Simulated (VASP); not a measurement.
# TiSe2 (P-3m1) in VASP: relaxation of shape and atoms at fixed volume with r2SCAN

Aim: the relaxation of shape and atoms at fixed volume of TiSe2 with r2SCAN.

Everything below comes from runs of VASP 6.6.1. Logs are shortened: lines on timing, memory, paths and dates and some standing lists are left out, and cuts for length are marked.

### Step 1. The cell of the first run

It takes space group P-3m1 (No. 164, trigonal). Conventional cell: a = 3.602 Å, b = 3.602 Å, c = 6.537 Å, α = 90.00°, β = 90.00°, γ = 120.00°. Ti (site symmetry -3m) has 6 Se at 2.58 Å within 3.4 Å. Within 3.4 Å of Se (site symmetry 3m) lie 3 Ti at 2.58 Å.

### Step 2. Relaxation of shape and atoms at fixed volume, r2SCAN (24.48 Å³/atom)

POSCAR reads:

```
TiSe2
1.0
    3.6019246343      0.0000000000      0.0000000000
   -1.8009623172      3.1193582359      0.0000000000
    0.0000000000      0.0000000000      6.5370270248
Ti Se
1 2
Direct
    0.0000000000      0.0000000000      0.0000000000
    0.3333333333      0.6666666667      0.2344612910
    0.6666666667      0.3333333333      0.7655387090
```

INCAR.step1 reads:

```
ALGO = Normal ; EDIFF = 1E-5
EDIFFG = -0.005 ; ENCUT = 550
GGA = PE ; GGA_COMPAT = F
IBRION = 2 ; ISIF = 3
ISMEAR = 0 ; LASPH = T
LCHARG = F ; LREAL = F
LWAVE = T ; NELM = 120
NELMIN = 4 ; NSW = 100
PREC = Accurate ; SIGMA = 0.1
```

INCAR.step2 reads:

```
ALGO = Normal ; EDIFF = 1E-7
EDIFFG = -0.01 ; ENCUT = 550
GGA_COMPAT = F ; IBRION = 2
ISIF = 4 ; ISMEAR = 0
ISTART = 1 ; LASPH = T
LCHARG = F ; LMIXTAU = T
LREAL = F ; LWAVE = F
METAGGA = R2SCAN ; NELM = 120
NELMIN = 4 ; NSW = 50
PREC = Accurate ; SIGMA = 0.1
```

KPOINTS reads:

```
k-points
0
Gamma
  12 12 8
```

Potentials or basis: VASP PAW PBE potentials, release 64 (Ti_sv, Se).

Run with:

```sh
> cat potpaw_PBE.64/Ti_sv/POTCAR potpaw_PBE.64/Se/POTCAR > POTCAR
> cp INCAR.step1 INCAR
> mpirun -np 1 vasp_std > vasp.out
> cp INCAR.step2 INCAR
> mpirun -np 1 vasp_std > vasp.out
```

OUTCAR:

```text
EDIFF = 1E-7
   EDIFFG = -0.01
   ENCUT = 550
   IBRION = 2
   ISIF = 4
   ISMEAR = 0
   ISTART = 1
   LASPH = T
   LREAL = F
   METAGGA = R2SCAN
   NELM = 120
   NELMIN = 4
   NSW = 50
   PREC = Accurate

 ion  position               nearest neighbor table
   1  0.000  0.000  0.000-   2 2.58   3 2.58   3 2.58   2 2.58   3 2.58   2 2.58
   2  0.333  0.667  0.234-   1 2.58   1 2.58   1 2.58
   3  0.667  0.333  0.766-   1 2.58   1 2.58   1 2.58

  LATTYP: Found a hexagonal cell.
 ALAT       =     3.6019246343
 C/A-ratio  =     1.8148705730

  Lattice vectors:

 A1 = (   3.6019246343,   0.0000000000,   0.0000000000)
 A2 = (  -1.8009623172,   3.1193582359,   0.0000000000)
 A3 = (   0.0000000000,   0.0000000000,   6.5370270248)

Analysis of symmetry for initial positions (statically):
=====================================================================
 Subroutine PRICEL returns:
 Original cell was already a primitive cell.

 Routine SETGRP: Setting up the symmetry group for a
 hexagonal supercell.

 Subroutine GETGRP returns: Found 12 space group operations
 (whereof 12 operations were pure point group operations)
 out of a pool of 24 trial point group operations.

The static configuration has the point symmetry D_3d.

Analysis of symmetry for dynamics (positions and initial velocities):
=====================================================================
 Subroutine PRICEL returns:
 Original cell was already a primitive cell.

 Routine SETGRP: Setting up the symmetry group for a
 hexagonal supercell.

 Subroutine GETGRP returns: Found 12 space group operations
 (whereof 12 operations were pure point group operations)
 out of a pool of 24 trial point group operations.

The dynamic configuration has the point symmetry D_3d.

 Subroutine INISYM returns: Found 12 space group operations
 (whereof 12 operations are pure point group operations),
 and found     1 'primitive' translations

----------------------------------------------------------------------------------------

                                     Primitive cell

  volume of cell :      73.4480

  direct lattice vectors                    reciprocal lattice vectors
     3.601924634  0.000000000  0.000000000     0.277629351  0.160289381  0.000000000
    -1.800962317  3.119358236  0.000000000     0.000000000  0.320578762  0.000000000
     0.000000000  0.000000000  6.537027025     0.000000000  0.000000000  0.152974739

  length of vectors
     3.601924634  3.601924634  6.537027025     0.320578762  0.320578762  0.152974739

  position of ions in fractional coordinates (direct lattice)
     0.000000000  0.000000000  0.000000000
     0.333333333  0.666666667  0.234461291
     0.666666667  0.333333333  0.765538709

  ion indices of the primitive-cell ions
   primitive index   ion index
                 1           1
                 2           2
                 3           3

----------------------------------------------------------------------------------------

 KPOINTS: k-points

Automatic generation of k-mesh.
 Grid dimensions read from file:
 generate k-points for:   12   12    8

 Generating k-lattice:

  Cartesian coordinates                     Fractional coordinates (reciprocal lattice)
     0.023135779  0.013357448  0.000000000     0.083333333  0.000000000  0.000000000
     0.000000000  0.026714897  0.000000000     0.000000000  0.083333333  0.000000000
     0.000000000  0.000000000  0.019121842     0.000000000  0.000000000  0.125000000

  Length of vectors
     0.026714897  0.026714897  0.019121842

  Shift w.r.t. Gamma in fractional coordinates (k-lattice)
     0.000000000  0.000000000  0.000000000

 Subroutine IBZKPT returns following result:
 ===========================================

 Found    131 irreducible k-points:

 Following reciprocal coordinates:
            Coordinates               Weight
  0.000000  0.000000  0.000000      1.000000
  0.083333  0.000000  0.000000      6.000000
  0.166667  0.000000  0.000000      6.000000
  0.250000  0.000000  0.000000      6.000000
  0.333333 -0.000000  0.000000      6.000000
  0.416667 -0.000000  0.000000      6.000000
[... 16 lines left out ...]
  0.166667  0.000000  0.125000      6.000000
  0.000000  0.166667  0.125000      6.000000
 [... further k-points ...]
   k-points           NKPTS =    131   k-points in BZ     NKDIM =    131   number of bands    NBANDS=     16
   number of dos      NEDOS =    301   number of ions     NIONS =      3
   total plane-waves  NPLWV =  39200
   dimension x,y,z NGX =    28 NGY =   28 NGZ =   50
   dimension x,y,z NGXF=    56 NGYF=   56 NGZF=  100
   ions per type =               1   2
   NGX,Y,Z   is equivalent  to a cutoff of  12.92, 12.92, 12.72 a.u.
   NGXF,Y,Z  is equivalent  to a cutoff of  25.85, 25.85, 25.43 a.u.
 SYSTEM =  unknown system
   PREC   = accura    normal or accurate (medium, high low for compatibility)
   ISTART =      1    job   : 0-new  1-cont  2-samecut
   ICHARG =      0    charge: 1-file 2-atom 10-const
   ISPIN  =      1    spin polarized calculation?
   LNONCOLLINEAR =      F non collinear calculations
   LSORBIT =      F    spin-orbit coupling
   LASPH  =      T    aspherical Exc in radial PAW
   ENCUT  =  550.0 eV  40.42 Ry    6.36 a.u.   6.89  6.89 12.50*2*pi/ulx,y,z
   NELM   =    120;   NELMIN=  4; NELMDL=  0     # of ELM steps
   EDIFF  = 0.1E-06   stopping-criterion for ELM
   LREAL  =      F    real-space projection
   EDIFFG = -.1E-01   stopping-criterion for IOM
   NSW    =     50    number of steps for IOM
   IBRION =      2    ionic relax: 0-MD 1-quasi-New 2-CG
   NFREE  =      1    steps in history (QN), initial steepest desc. (CG)
   ISIF   =      4    stress and relaxation
   ISYM   =      2    0-nonsym 1-usesym 2-fastsym
   POTIM  = 0.5000    time-step for ionic-motion
   TEBEG  =    0.0;   TEEND  =   0.0 temperature during run
   PSTRESS=    0.0 pullay stress
   NELECT =      24.0000    total number of electrons
   NUPDOWN=      -1.0000    fix difference up-down
   EMIN   =  10.00;   EMAX   =-10.00  energy-range for DOS
   EFERMI =   0.00;   METHOD = LEGACY
   ISMEAR =     0;   SIGMA  =   0.10  broadening in eV -4-tet -1-fermi 0-gaus
   EFERMI_NEDOS =   21; number of points for ismear=-14 and -15
   IALGO  =     38    algorithm
   IMIX   =      4    mixing-type and parameters
     AMIX     =   0.40;   BMIX     =  1.00
     AMIX_MAG =   1.60;   BMIX_MAG =  1.00
  volume/ion in A,a.u.               =      24.48       165.22
  Fermi-wavevector in a.u.,A,eV,Ry     =   1.127592  2.130839 17.299304  1.271463
  Thomas-Fermi vector in A             =   2.264278
   LORBIT       =      0    0 simple, 1 ext, 2 COOP (PROOUT), +10 PAW based schemes
   METAGGA = R2SCAN    functional components
   LHFCALC =     F    Hartree Fock is set to
   AEXX    =    0.0000 exact exchange contribution
   IVDW    =     0    specifies the selected vdW correction
   LEPSILON=     F    determine dielectric tensor
   LRPA    =     F    only Hartree local field effects (RPA)
 conjugate gradient relaxation of ions
 non-spin polarized calculation
 Gauss-broadening in eV      SIGMA  =   0.10
  energy-cutoff  :      550.00
  volume of cell :       73.45
 maximum number of plane-waves:      2178
   NGX = 13   NGY = 13   NGZ = 25

--------------------------------------- Ionic step        1  -------------------------------------------

 number of electron      23.9999996 magnetization

 Free energy of the ion-electron system (eV)
  ---------------------------------------------------
  ext. energy  EPLUGINS =         0.00000000
  ---------------------------------------------------
  free energy    TOTEN  =       -45.47544977 eV

  energy without entropy =      -45.47309312  energy(sigma->0) =      -45.47427144

------------------------ aborting loop because EDIFF is reached ----------------------------------------

  FORCE on cell =-STRESS in cart. coord.  units (eV):
  Direction    XX          YY          ZZ          XY          YZ          ZX
  --------------------------------------------------------------------------------------
  -------------------------------------------------------------------------------------
  Total       -1.1113969     -1.1113969     -1.0931274      0.0000000      0.0000000     -0.0000000
  in kB      -24.2437401    -24.2437401    -23.8452138      0.0000000      0.0000000     -0.0000000
  external PRESSURE =     -24.1108980 kB  Pullay stress =       0.0000000 kB
[... 133 lines left out ...]
  energy  without entropy=      -45.4828838224  energy(sigma->0) =      -45.48408350

--------------------------------------- Ionic step        5  -------------------------------------------

 number of electron      23.9999994 magnetization

 Free energy of the ion-electron system (eV)
  ---------------------------------------------------
  ext. energy  EPLUGINS =         0.00000000
  ---------------------------------------------------
  free energy    TOTEN  =       -45.48657447 eV

  energy without entropy =      -45.48429918  energy(sigma->0) =      -45.48543683

 E-fermi :   3.5465     XC(G=0):  -9.7374

 val. band max:        3.5431574205   @ k =   0.5000   0.0000   0.3750
 cond. band min:       3.5602679102   @ k =   0.0000   0.4167   0.3750
 fundamental gap:      0.0171104897
 Fermi energy:         3.5465069810

 k-point     1 :       0.0000    0.0000    0.0000
  band No.  band energies     occupation
      1     -56.7643      2.00000
      2     -31.9334      2.00000
      3     -31.9224      2.00000
      4     -31.9224      2.00000
      5     -10.8187      2.00000
      6      -9.6608      2.00000
[... 8 lines left out ...]
     15       4.3256      0.00000
     16       6.9382      0.00000
[... 420 lines left out ...]
  band No.  band energies     occupation
      1     -56.7627      2.00000
      2     -31.9426      2.00000
      3     -31.9289      2.00000
      4     -31.9270      2.00000
      5     -10.5225      2.00000
      6      -9.5746      2.00000
[... 8 lines left out ...]
     15       4.8894      0.00000
     16       6.1955      0.00000

 [... further k-points ...]

------------------------ aborting loop because EDIFF is reached ----------------------------------------

  FORCE on cell =-STRESS in cart. coord.  units (eV):
  Direction    XX          YY          ZZ          XY          YZ          ZX
  --------------------------------------------------------------------------------------
  -------------------------------------------------------------------------------------
  Total       -0.2844227     -0.2844227     -0.3010669      0.0000000     -0.0000000     -0.0000000
  in kB       -6.2043271     -6.2043271     -6.5673994      0.0000000     -0.0000000     -0.0000000
  external PRESSURE =      -6.3253512 kB  Pullay stress =       0.0000000 kB
[... 18 lines left out ...]
  FREE ENERGIE OF THE ION-ELECTRON SYSTEM (eV)
  ---------------------------------------------------
  free  energy   TOTEN  =       -45.4865744704 eV

  energy  without entropy=      -45.4842991813  energy(sigma->0) =      -45.48543683

 reached required accuracy - stopping structural energy minimisation
```

It took 40 min on 1 thread of Intel Xeon Platinum 8488C (Sapphire Rapids), shared host; peak memory 0.33 GiB.

What came out:

* Free energy: -45.4866 eV
* Energy gained by relaxing: 3.7 meV/atom
* Ionic steps: 5
* Pressure after relaxing: -0.6 GPa
* Largest force after relaxing: 0.004 eV/Å
* Band gap on the k mesh: zero (bands 12 and 13 overlap by 0.20 eV)

Forces on the atoms (eV/Å):
```
Ti   0.000  0.000  0.000
Se   0.000  0.000 -0.004
Se   0.000  0.000  0.004
```

Step by step:
| step | energy change (eV) | largest force (eV/Å) | pressure (GPa) | volume (Å³) |
| --- | --- | --- | --- | --- |
| 1 | 0.0000 | 0.2843 | -2.41 | 73.45 |
| 2 | -0.0059 | 0.1393 | -1.80 | 73.45 |
| 3 | -0.0077 | 0.0023 | -1.21 | 73.45 |
| 4 | -0.0098 | 0.0020 | -1.00 | 73.45 |
| 5 | -0.0111 | 0.0043 | -0.63 | 73.45 |

Final structure:
```
CELL_PARAMETERS angstrom
3.57400 0.00000 0.00000
-1.78700 3.09517 0.00000
0.00000 0.00000 6.63959
ATOMIC_POSITIONS crystal
Ti 0.00000 0.00000 0.00000
Se 0.33333 0.66667 0.22868
Se 0.66667 0.33333 0.77132
```

Caveat: the PAW data sets were made with another functional, which shifts forces and pressure a little.
